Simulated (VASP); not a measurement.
Input of a VASP 6.6.1 run:

INCAR

```
PREC = Accurate
ENCUT = 520
EDIFF = 1E-8
ISMEAR = -1
SIGMA = 0.01
LREAL = False
LASPH = True
NELM = 100
ALGO = Normal
ISIF = 2
LWAVE = False
LCHARG = False
GGA = PE
LEFG = True
NBANDS = 28
```

The input KPOINTS:

```
regular mesh
0
Gamma
  8 8 6
```

File POSCAR:

```
SnO
1.0
    3.8020000000      0.0000000000      0.0000000000
    0.0000000000      3.8020000000      0.0000000000
    0.0000000000      0.0000000000      4.8360000000
Sn O
2 2
Direct
    0.0000000000      0.5000000000      0.2385000000
    0.5000000000      0.0000000000      0.7615000000
    0.0000000000      0.0000000000      0.0000000000
    0.5000000000      0.5000000000      0.0000000000
```

Potentials or basis: VASP PAW PBE potentials, release 64 (Sn_d, O).

Run with:

```sh
$ cat potpaw_PBE.64/Sn_d/POTCAR potpaw_PBE.64/O/POTCAR > POTCAR
$ mpirun -np 1 vasp_std > vasp.out
```

(1) Predict the band gap on the k mesh.

(2) Predict the pressure.

(3) Predict the largest force.

Results:

(1) 0.03 eV (least direct gap 1.95 eV).

(2) 4.4 GPa.

(3) 0.433 eV/Å.

Caveat: the cell stands under pressure; without QUAD_EFG the Cq values of the log hold for a quadrupole moment of 1 mb, not for the nuclei; spin-orbit coupling is left out, which moves the levels of the heavy elements.
